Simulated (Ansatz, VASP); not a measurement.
## Two plane-wave programs on Bi

```
Bi
1.0
     2.27300    1.31232    3.95400
    -2.27300    1.31232    3.95400
     0.00000   -2.62463    3.95400
Bi
2
Cartesian
  0.0000 0.0000 2.7744
  0.0000 0.0000 9.0876
```

Alike in both runs: task electric field gradients; functional PBEsol; k mesh 10 × 10 × 10; occupations fermi-dirac, width 0.03 eV; no spin polarisation.

|  | VASP | Ansatz |
| --- | --- | --- |
| version | VASP 6.6.1 | Ansatz 0.2.0 |
| potentials or method | VASP PAW PBE potentials, release 64 (Bi_d) | PAW with Ansatz's default frozen-core files, scalar-relativistic |
| plane-wave cutoff (eV) | 520 | 420 |
| valence electrons in the cell | 30 | 30 |

|  | VASP | Ansatz | Ansatz less VASP |
| --- | --- | --- | --- |
| pressure (GPa) | -0.7 | -0.6 | +0.06 |
| rms of the force components (eV/Å) | 0.068 | 0.065 | -0.0037 |
| size of Vzz on the site where it differs most (V/Å²) | 28.5 | 30.4 | +1.90 |

VASP's potentials were made for PBE, not for PBEsol. Atom by atom the forces differ by 0.004 eV/Å (rms over components). With one functional, cell and mesh, what is left measures potentials, basis and numerics.

Neither program's run includes spin-orbit coupling.
